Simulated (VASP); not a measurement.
# Hf in VASP: notebook, part 2 of 2

VASP 6.6.1. Earlier steps stand in the parts before.

## (3) Single point, r2SCAN

This run uses another cell than the first one, of 20.57 Å³/atom, 0.887 times its volume.

Contents of POSCAR:

```
Hf
1.0
    0.0000000000      2.1746811613      2.1746811613
    2.1746811613      0.0000000000      2.1746811613
    2.1746811613      2.1746811613      0.0000000000
Hf
1
Direct
    0.0000000000      0.0000000000      0.0000000000
```

Contents of INCAR.step1:

```
ALGO = Normal
EDIFF = 1E-4
ENCUT = 520
GGA = PE
ISMEAR = -1
LASPH = T
LCHARG = F
LREAL = F
LWAVE = T
NBANDS = 11
NELM = 80
PREC = Accurate
SIGMA = 0.05
```

Contents of INCAR.step2:

```
ALGO = Normal
EDIFF = 1E-6
ENCUT = 520
ISIF = 2
ISMEAR = -1
ISTART = 1
LASPH = T
LCHARG = T
LELF = T
LMIXTAU = T
LREAL = F
LVHAR = T
LWAVE = F
METAGGA = R2SCAN
NBANDS = 11
NELM = 80
PREC = Accurate
SIGMA = 0.05
```

Contents of KPOINTS:

```
k-points
0
Gamma
  10 10 10
```

Potentials or basis: VASP PAW PBE potentials, release 64 (Hf_pv).

Command:

```console
> cat potpaw_PBE.64/Hf_pv/POTCAR > POTCAR
> cp INCAR.step1 INCAR
> mpirun -np 1 vasp_std > vasp.out
> cp INCAR.step2 INCAR
> mpirun -np 1 vasp_std > vasp.out
```

OUTCAR:

```text
EDIFF = 1E-6
   ENCUT = 520
   ISIF = 2
   ISMEAR = -1
   ISTART = 1
   LASPH = T
   LREAL = F
   METAGGA = R2SCAN
   NELM = 80
   PREC = Accurate

 ion  position               nearest neighbor table
   1  0.000  0.000  0.000-

  LATTYP: Found a face centered cubic cell.
 ALAT       =     4.3493623226

  Lattice vectors:

 A1 = (   0.0000000000,   2.1746811613,   2.1746811613)
 A2 = (   2.1746811613,   0.0000000000,   2.1746811613)
 A3 = (   2.1746811613,   2.1746811613,   0.0000000000)

Analysis of symmetry for initial positions (statically):
=====================================================================
 Subroutine PRICEL returns:
 Original cell was already a primitive cell.

 Routine SETGRP: Setting up the symmetry group for a
 face centered cubic supercell.

 Subroutine GETGRP returns: Found 48 space group operations
 (whereof 48 operations were pure point group operations)
 out of a pool of 48 trial point group operations.

The static configuration has the point symmetry O_h .

Analysis of symmetry for dynamics (positions and initial velocities):
=====================================================================
 Subroutine PRICEL returns:
 Original cell was already a primitive cell.

 Routine SETGRP: Setting up the symmetry group for a
 face centered cubic supercell.

 Subroutine GETGRP returns: Found 48 space group operations
 (whereof 48 operations were pure point group operations)
 out of a pool of 48 trial point group operations.

The dynamic configuration has the point symmetry O_h .

 Subroutine INISYM returns: Found 48 space group operations
 (whereof 48 operations are pure point group operations),
 and found     1 'primitive' translations

----------------------------------------------------------------------------------------

                                     Primitive cell

  volume of cell :      20.5692

  direct lattice vectors                    reciprocal lattice vectors
     0.000000000  2.174681161  2.174681161    -0.229918762  0.229918762  0.229918762
     2.174681161  0.000000000  2.174681161     0.229918762 -0.229918762  0.229918762
     2.174681161  2.174681161  0.000000000     0.229918762  0.229918762 -0.229918762

  length of vectors
     3.075463592  3.075463592  3.075463592     0.398230977  0.398230977  0.398230977

  position of ions in fractional coordinates (direct lattice)
     0.000000000  0.000000000  0.000000000

  ion indices of the primitive-cell ions
   primitive index   ion index
                 1           1

----------------------------------------------------------------------------------------

 KPOINTS: k-points

Automatic generation of k-mesh.
 Grid dimensions read from file:
 generate k-points for:   10   10   10

 Generating k-lattice:

  Cartesian coordinates                     Fractional coordinates (reciprocal lattice)
    -0.022991876  0.022991876  0.022991876     0.100000000  0.000000000  0.000000000
     0.022991876 -0.022991876  0.022991876     0.000000000  0.100000000  0.000000000
     0.022991876  0.022991876 -0.022991876     0.000000000  0.000000000  0.100000000

  Length of vectors
     0.039823098  0.039823098  0.039823098

  Shift w.r.t. Gamma in fractional coordinates (k-lattice)
     0.000000000  0.000000000  0.000000000

 Subroutine IBZKPT returns following result:
 ===========================================

 Found     47 irreducible k-points:

 Following reciprocal coordinates:
            Coordinates               Weight
  0.000000  0.000000  0.000000      1.000000
  0.100000  0.000000  0.000000      8.000000
  0.200000  0.000000  0.000000      8.000000
  0.300000  0.000000  0.000000      8.000000
  0.400000  0.000000  0.000000      8.000000
  0.500000  0.000000  0.000000      4.000000
[... 16 lines left out ...]
  0.300000  0.300000  0.000000      6.000000
  0.400000  0.300000  0.000000     24.000000
 [... further k-points ...]
   k-points           NKPTS =     47   k-points in BZ     NKDIM =     47   number of bands    NBANDS=     11
   number of dos      NEDOS =    301   number of ions     NIONS =      1
   total plane-waves  NPLWV =  13824
   dimension x,y,z NGX =    24 NGY =   24 NGZ =   24
   dimension x,y,z NGXF=    48 NGYF=   48 NGZF=   48
   ions per type =               1
   NGX,Y,Z   is equivalent  to a cutoff of  12.97, 12.97, 12.97 a.u.
   NGXF,Y,Z  is equivalent  to a cutoff of  25.95, 25.95, 25.95 a.u.
 SYSTEM =  unknown system
   PREC   = accura    normal or accurate (medium, high low for compatibility)
   ISTART =      1    job   : 0-new  1-cont  2-samecut
   ICHARG =      0    charge: 1-file 2-atom 10-const
   ISPIN  =      1    spin polarized calculation?
   LNONCOLLINEAR =      F non collinear calculations
   LSORBIT =      F    spin-orbit coupling
   LASPH  =      T    aspherical Exc in radial PAW
   ENCUT  =  520.0 eV  38.22 Ry    6.18 a.u.   5.72  5.72  5.72*2*pi/ulx,y,z
   NELM   =     80;   NELMIN=  2; NELMDL=  0     # of ELM steps
   EDIFF  = 0.1E-05   stopping-criterion for ELM
   LREAL  =      F    real-space projection
   EDIFFG = 0.1E-04   stopping-criterion for IOM
   NSW    =      0    number of steps for IOM
   IBRION =     -1    ionic relax: 0-MD 1-quasi-New 2-CG
   NFREE  =      0    steps in history (QN), initial steepest desc. (CG)
   ISIF   =      2    stress and relaxation
   ISYM   =      2    0-nonsym 1-usesym 2-fastsym
   POTIM  = 0.5000    time-step for ionic-motion
   TEBEG  =    0.0;   TEEND  =   0.0 temperature during run
   PSTRESS=    0.0 pullay stress
   NELECT =      10.0000    total number of electrons
   NUPDOWN=      -1.0000    fix difference up-down
   EMIN   =  10.00;   EMAX   =-10.00  energy-range for DOS
   EFERMI =   0.00;   METHOD = LEGACY
   ISMEAR =    -1;   SIGMA  =   0.05  broadening in eV -4-tet -1-fermi 0-gaus
   EFERMI_NEDOS =   21; number of points for ismear=-14 and -15
   IALGO  =     38    algorithm
   IMIX   =      4    mixing-type and parameters
     AMIX     =   0.40;   BMIX     =  1.00
     AMIX_MAG =   1.60;   BMIX_MAG =  1.00
  volume/ion in A,a.u.               =      20.57       138.81
  Fermi-wavevector in a.u.,A,eV,Ry     =   1.287269  2.432585 22.545683  1.657061
  Thomas-Fermi vector in A             =   2.419293
   LORBIT       =      0    0 simple, 1 ext, 2 COOP (PROOUT), +10 PAW based schemes
   METAGGA = R2SCAN    functional components
   LHFCALC =     F    Hartree Fock is set to
   AEXX    =    0.0000 exact exchange contribution
   IVDW    =     0    specifies the selected vdW correction
   LEPSILON=     F    determine dielectric tensor
   LRPA    =     F    only Hartree local field effects (RPA)
 non-spin polarized calculation
  energy-cutoff  :      520.00
  volume of cell :       20.57
 maximum number of plane-waves:       568
   NGX = 11   NGY = 11   NGZ = 11

 number of electron      10.0000001 magnetization

 Free energy of the ion-electron system (eV)
  ---------------------------------------------------
  ext. energy  EPLUGINS =         0.00000000
  ---------------------------------------------------
  free energy    TOTEN  =       -45.02101428 eV

  energy without entropy =      -45.01210288  energy(sigma->0) =      -45.01655858

 E-fermi :   5.2187     XC(G=0): -12.6006

 val. band max:        5.1780867081   @ k =   0.3000   0.0000   0.0000
 cond. band min:       5.2333773188   @ k =  -0.2000   0.1000   0.0000
 fundamental gap:      0.0552906107
 Fermi energy:         5.2186968236

 k-point     1 :       0.0000    0.0000    0.0000
  band No.  band energies     occupation
      1     -25.5746      2.00000
      2     -25.5746      2.00000
      3     -25.5746      2.00000
      4      -2.6253      2.00000
      5       6.8488      0.00000
      6       6.8488      0.00000
      7       6.8488      0.00000
      8      10.1608      0.00000
      9      10.1608      0.00000
     10      17.3239      0.00000
     11      17.5045      0.00000

 k-point     2 :       0.1000    0.0000    0.0000
  band No.  band energies     occupation
      1     -25.6892      2.00000
      2     -25.5885      2.00000
      3     -25.5885      2.00000
      4      -2.2294      2.00000
      5       6.4370      0.00000
      6       7.0295      0.00000
      7       7.0295      0.00000
      8       9.9557      0.00000
      9       9.9557      0.00000
     10      17.5043      0.00000
     11      18.1914      0.00000
[... 295 lines left out ...]
 k-point    24 :       0.4000    0.3000    0.0000
  band No.  band energies     occupation
      1     -26.4269      2.00000
      2     -25.9137      2.00000
      3     -25.8768      2.00000
      4       1.6079      2.00000
      5       3.4481      2.00000
      6       6.2701      0.00000
      7       9.9275      0.00000
      8      11.0404      0.00000
      9      12.3708      0.00000
     10      17.5038      0.00000
     11      18.6255      0.00000

 [... further k-points ...]
[... 5 lines left out ...]
  --------------------------------------------------------------------------------------
  -------------------------------------------------------------------------------------
  Total        1.2238698      1.2238698      1.2238698      0.0000000      0.0000000      0.0000000
  in kB       95.3298726     95.3298726     95.3298726      0.0000000      0.0000000      0.0000000
  external PRESSURE =      95.3298726 kB  Pullay stress =       0.0000000 kB

 VOLUME and BASIS-vectors are now :
 -----------------------------------------------------------------------------
  energy-cutoff  :      520.00
  volume of cell :       20.57
      direct lattice vectors                 reciprocal lattice vectors
     0.000000000  2.174681161  2.174681161    -0.229918762  0.229918762  0.229918762
     2.174681161  0.000000000  2.174681161     0.229918762 -0.229918762  0.229918762
     2.174681161  2.174681161  0.000000000     0.229918762  0.229918762 -0.229918762

 POSITION                                       TOTAL-FORCE (eV/Angst)
 -----------------------------------------------------------------------------------
      0.00000      0.00000      0.00000        -0.000000      0.000000     -0.000000
 -----------------------------------------------------------------------------------
    total drift:                                0.000000      0.000000     -0.000000

  FREE ENERGIE OF THE ION-ELECTRON SYSTEM (eV)
  ---------------------------------------------------
  free  energy   TOTEN  =       -45.0210142751 eV

  energy  without entropy=      -45.0121028774  energy(sigma->0) =      -45.01655858
```

OSZICAR.step1:

```text
N       E                     dE             d eps       ncg     rms          rms(c)
DAV:   1     0.126567349860E+02    0.12657E+02   -0.58455E+03  1034   0.855E+02
DAV:   2    -0.965745226176E+01   -0.22314E+02   -0.21471E+02  1303   0.156E+02
DAV:   3    -0.100909009983E+02   -0.43345E+00   -0.42940E+00  1304   0.146E+01
DAV:   4    -0.100924104117E+02   -0.15094E-02   -0.15093E-02  1179   0.102E+00
DAV:   5    -0.100924176098E+02   -0.71982E-05   -0.71980E-05  1265   0.601E-02    0.479E+01
DAV:   6    -0.987900670922E+01    0.21341E+00   -0.17603E-01  1166   0.319E+00    0.285E+01
DAV:   7    -0.980658555375E+01    0.72421E-01   -0.28638E-01  1205   0.391E+00    0.145E+00
DAV:   8    -0.980301970463E+01    0.35658E-02   -0.18376E-02  1163   0.979E-01    0.309E-01
DAV:   9    -0.980304990670E+01   -0.30202E-04   -0.36168E-04  1158   0.135E-01
   1 F= -.98030499E+01 E0= -.97979716E+01  d E =-.101567E-01
```

It took 15 s on 1 thread of Intel Xeon 6975P-C (Granite Rapids), shared host; peak memory 0.14 GiB.

Results:

```yaml
Free_energy: -45.0210 eV
Pressure: 9.5 GPa
Band_gap_on_the_k_mesh: zero (band 5 reaches 6.85 eV, above the bottom of band 6 at 4.82 eV)
```

Levels at points of the mesh, in eV from the Fermi level:
| k point | band 3 | band 4 | band 5 | band 6 | band 7 | band 8 |
| --- | --- | --- | --- | --- | --- | --- |
| (0.00, 0.00, 0.00) | -30.79 | -7.84 | 1.63 | 1.63 | 1.63 | 4.94 |
| (0.50, 0.00, 0.00) | -30.94 | -4.00 | 0.68 | 1.39 | 1.39 | 7.28 |
| (0.50, 0.50, 0.00) | -31.19 | -3.72 | -2.51 | 2.94 | 7.37 | 7.95 |

Caveat: the PAW data sets were made with another functional, which shifts forces and pressure a little; spin-orbit coupling is left out, which moves the levels of the heavy elements.

## (4) Single point, PBE

This run uses another cell than the first one, of 21.88 Å³/atom, 0.943 times its volume.

Contents of INCAR:

```
PREC     = Accurate       # precision mode
ENCUT    = 520            # plane-wave cutoff, eV
EDIFF    = 1E-7           # SCF threshold, eV
ISMEAR   = 0              # smearing method
SIGMA    = 0.05           # smearing width, eV
LREAL    = F              # projectors in reciprocal space
LASPH    = T              # aspherical terms in the spheres
NELM     = 80             # most SCF steps
ALGO     = Normal         # electronic algorithm
ISIF     = 2              # what is computed and relaxed
LWAVE    = F              # write WAVECAR
LCHARG   = F              # write CHGCAR
GGA      = PE             # functional
NBANDS   = 11             # bands
```

Contents of KPOINTS:

```
regular mesh
0
Gamma
  9 9 9
```

Contents of POSCAR:

```
Hf
1.0
    0.0000000000      2.2200000000      2.2200000000
    2.2200000000      0.0000000000      2.2200000000
    2.2200000000      2.2200000000      0.0000000000
Hf
1
Direct
    0.0000000000      0.0000000000      0.0000000000
```

Command:

```console
> cat potpaw_PBE.64/Hf_pv/POTCAR > POTCAR
> mpirun -np 1 vasp_std > vasp.out
```

It took 3.1 s on 1 thread of Intel Xeon 6975P-C (Granite Rapids), shared host; peak memory 0.14 GiB.

Results (log left out):

* Free energy: -9.8413 eV
* Pressure: 3.5 GPa
* Band gap on the k mesh: zero (band 5 reaches 6.30 eV, above the bottom of band 6 at 4.34 eV)

Levels at points of the mesh, in eV from the Fermi level:
```
           k point  band 3  band 4  band 5  band 6  band 7  band 8
(0.00, 0.00, 0.00)  -29.99   -7.33    1.36    1.36    1.36    4.23
```

Caveat: spin-orbit coupling is left out, which moves the levels of the heavy elements.

## (5) Single point, PBE

This run uses another cell than the first one, of 21.88 Å³/atom, 0.943 times its volume.

Contents of INCAR:

```
SYSTEM = Hf
PREC = Accurate ; ENCUT = 520
EDIFF = 1E-6 ; ISMEAR = 0
SIGMA = 0.05 ; LREAL = .FALSE.
LASPH = .TRUE. ; NELM = 60
ALGO = Normal ; ISIF = 2
LWAVE = .FALSE. ; LCHARG = .FALSE.
GGA = PE ; NBANDS = 11
```

Contents of KPOINTS:

```
regular mesh
0
G
  9 9 9
  0 0 0
```

POSCAR is that of step 4.

Command:

```console
> cat potpaw_PBE.64/Hf_pv/POTCAR > POTCAR
> mpirun -np 1 vasp_std > vasp.out
```

Wall time 3 s (1 thread of Intel Xeon 6975P-C (Granite Rapids), shared host); peak memory 0.14 GiB.

Results (log left out):

* Free energy: -9.8413 eV
* Pressure: 3.5 GPa
* Band gap on the k mesh: zero (band 5 reaches 6.30 eV, above the bottom of band 6 at 4.34 eV)

Levels at points of the mesh, in eV from the Fermi level:
| k point | band 1 | band 2 | band 3 | band 4 | band 5 | band 6 | band 7 | band 8 | band 9 | band 10 |
| --- | --- | --- | --- | --- | --- | --- | --- | --- | --- | --- |
| (0.00, 0.00, 0.00) | -29.99 | -29.99 | -29.99 | -7.33 | 1.36 | 1.36 | 1.36 | 4.23 | 4.23 | 11.34 |

Caveat: spin-orbit coupling is left out, which moves the levels of the heavy elements.

## (6) Single point, PBE

This run uses another cell than the first one, of 21.88 Å³/atom, 0.943 times its volume.

Contents of INCAR:

```
PREC = Accurate ; ENCUT = 520
EDIFF = 1E-6 ; ISMEAR = 1
SIGMA = 0.1 ; LREAL = F
LASPH = T ; NELM = 80
ALGO = Fast ; ISIF = 2
LWAVE = F ; LCHARG = F
GGA = PE ; NBANDS = 11
```

Contents of KPOINTS:

```
Automatic mesh
0
Gamma
  7 7 7
```

Contents of POSCAR:

```
Hf
1.0
   -0.0434730000      2.2074770000      2.2133560000
    2.1627620000     -0.0426750000      2.2125580000
    2.1720080000      2.2159250000     -0.0519210000
Hf
1
Direct
    0.0019310000     -0.0112190000     -0.0034220000
```

Potentials or basis: VASP PAW PBE potentials, release 64 (Hf_pv).

Command:

```console
> cat potpaw_PBE.64/Hf_pv/POTCAR > POTCAR
> mpirun -np 1 vasp_std > vasp.out
```

It took 12 s on 1 thread of Intel Xeon 6975P-C (Granite Rapids), shared host; peak memory 0.16 GiB.

It converged, with:

- Free energy: -9.8297 eV
- Pressure: 3.1 GPa
- Band gap on the k mesh: zero (band 5 reaches 6.02 eV, above the bottom of band 6 at 4.62 eV)

Stress tensor (GPa, compression positive):
```
3.14 1.18 1.80
1.18 3.03 1.68
1.80 1.68 3.13
```

Levels at points of the mesh, in eV from the Fermi level:
```csv
k point,band 1,band 2,band 3,band 4,band 5,band 6,band 7,band 8,band 9,band 10
"(0.00, 0.00, 0.00)",-29.95,-29.94,-29.89,-7.27,1.15,1.33,1.79,4.13,4.49,11.40
```

Caveat: spin-orbit coupling is left out, which moves the levels of the heavy elements.

## (7) Summary

| level | cell | k mesh | smearing | gap on the mesh (eV) | pressure (GPa) |
| --- | --- | --- | --- | --- | --- |
| PBEsol | a = 3.201 Å, angles 60.0°, 1 atom | 10 × 10 × 10 | fermi-dirac 0.05 eV | none | -7.5 |
| r2SCAN | a = 3.075 Å, angles 60.0°, 1 atom | 10 × 10 × 10 | fermi-dirac 0.05 eV | none | 9.5 |
| PBE | a = 3.140 Å, angles 60.0°, 1 atom | 9 × 9 × 9 | gaussian 0.05 eV | none | 3.5 |
| PBE | a = 3.126, b = 3.094, c = 3.103 Å, angles 62.1, 61.1, 60.9°, 1 atom | 7 × 7 × 7 | methfessel-paxton 0.1 eV | none | 3.1 |

Alike in all rows: task single point; potentials or basis VASP PAW PBE potentials, release 64 (Hf_pv); no spin polarisation; cutoff (eV) 520.

Caveats: spin-orbit coupling is left out, which moves the levels of the heavy elements; the PAW data sets were made with another functional, which shifts forces and pressure a little (some runs).

Absolute energies hang on the potentials; compare differences alone.
